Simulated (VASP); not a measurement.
Runs of VASP 6.6.1 on HfN. The structure is that of space group P6_3/mmc (No. 194), or close to it. The cells are those of the table. 

```csv
level,spin,cell,k mesh,smearing,gap on the mesh (eV),pressure (GPa)
PBEsol,"non-collinear, zero start, SOC","a = 3.134, b = 3.134, c = 5.417 Å, angles 90.0, 90.0, 120.0°, 4 atoms",8 × 8 × 4,fermi-dirac 0.05 eV,-,-4.2
PBEsol,off,"a = 3.134, b = 3.134, c = 5.417 Å, angles 90.0, 90.0, 120.0°, 4 atoms",10 × 10 × 5,fermi-dirac 0.05 eV,none,-4.1
PBEsol,off,"a = 3.155, b = 3.155, c = 5.453 Å, angles 90.0, 90.0, 120.0°, 4 atoms",10 × 10 × 5,fermi-dirac 0.05 eV,none,-9.6
PBE,off,"a = 3.134, b = 3.134, c = 5.417 Å, angles 90.0, 90.0, 120.0°, 4 atoms",10 × 10 × 5,fermi-dirac 0.05 eV,none,(b)
r2SCAN,off,"a = 3.134, b = 3.134, c = 5.417 Å, angles 90.0, 90.0, 120.0°, 4 atoms",8 × 8 × 4,methfessel-paxton 0.1 eV,none,(a)
```

Alike in all rows: task single point; potentials or basis VASP PAW PBE potentials, release 64 (Hf_pv, N); cutoff (eV) 520.

Fill in the values left out.

(a) 0.1; (b) 3.8.

Caveats: the PAW data sets were made with another functional, which shifts forces and pressure a little (some runs); spin-orbit coupling is left out, which moves the levels of the heavy elements (some runs).

A k mesh can miss the band edges, and rows without SOC leave out spin-orbit coupling on Hf.

A gap of «none» marks levels without a gap at the run's occupations.
